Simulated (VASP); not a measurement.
**PtS2: single point with PBEsol**

Crystal: PtS2.

```
CELL_PARAMETERS angstrom
7.10528 0.00000 0.00000
-3.55264 6.15336 0.00000
0.00000 0.00000 5.12271
ATOMIC_POSITIONS crystal
Pt 0.99224 0.99702 0.00219
Pt 0.00143 0.50037 0.00779
Pt 0.50227 0.00111 0.00372
Pt 0.50236 0.50058 0.99843
S 0.15385 0.32404 0.23446
S 0.33127 0.16569 0.76130
S 0.18422 0.84734 0.22842
S 0.33047 0.67003 0.74755
S 0.67656 0.34009 0.23437
S 0.82695 0.15212 0.75615
S 0.65107 0.82677 0.24883
S 0.83756 0.66061 0.76621
```

```json
{
 "Program": "VASP 6.6.1",
 "Task": "single point",
 "Functional": "PBEsol",
 "Potentials or basis": "VASP PAW PBE potentials, release 64 (Pt, S)",
 "Cutoff": "520 eV",
 "k mesh": "3 × 3 × 4",
 "Occupations": "fermi-dirac, width 0.052 eV",
 "Spin": "no spin polarisation"
}
```

| Item | Value |
| --- | --- |
| Pressure | -1.0 GPa |
| Largest force | 1.580 eV/Å |
| Band gap on the k mesh | 0.65 eV |

Forces in eV/Å, atoms in the order of the input:
```
Pt   0.863 -0.352 -0.059
Pt   0.377  0.107 -1.223
Pt  -0.100  0.324 -1.046
Pt  -0.671 -0.391  0.023
S    0.738  0.516  0.089
S    0.042  0.087  0.224
S   -1.153 -0.812  0.713
S    0.283 -0.312  0.968
S   -0.598 -0.393  0.302
S   -0.184  0.788  0.457
S    0.829  0.066 -0.541
S   -0.425  0.372  0.092
```

Stress tensor (GPa, compression positive):
```
-0.06 -0.06  0.08
-0.06 -1.45 -1.27
 0.08 -1.27 -1.59
```

Levels at points of the mesh, in eV from the valence-band top:
```csv
k point,band 40,band 41,band 42,band 43,band 44,band 45,band 46,band 47,band 48,band 49
"(0.00, 0.00, 0.00)",-2.32,-1.99,-1.04,-0.94,-0.01,1.39,1.48,1.53,2.03,2.12
"(0.00, 0.00, 0.50)",-1.43,-1.35,-1.25,-1.19,-1.10,1.57,1.71,1.76,2.07,2.17
```

It took 2.8 min on 1 thread of Intel(R) Xeon(R) Platinum 8488C (Sapphire Rapids) (shared host), peak memory 0.43 GiB.

Caveat: the atoms stand as in a frame of molecular dynamics; the PAW data sets were made with another functional, which shifts forces and pressure a little; spin-orbit coupling is left out, which moves the levels of the heavy elements; an odd mesh through Γ misses points on the zone boundary, where band edges can lie.
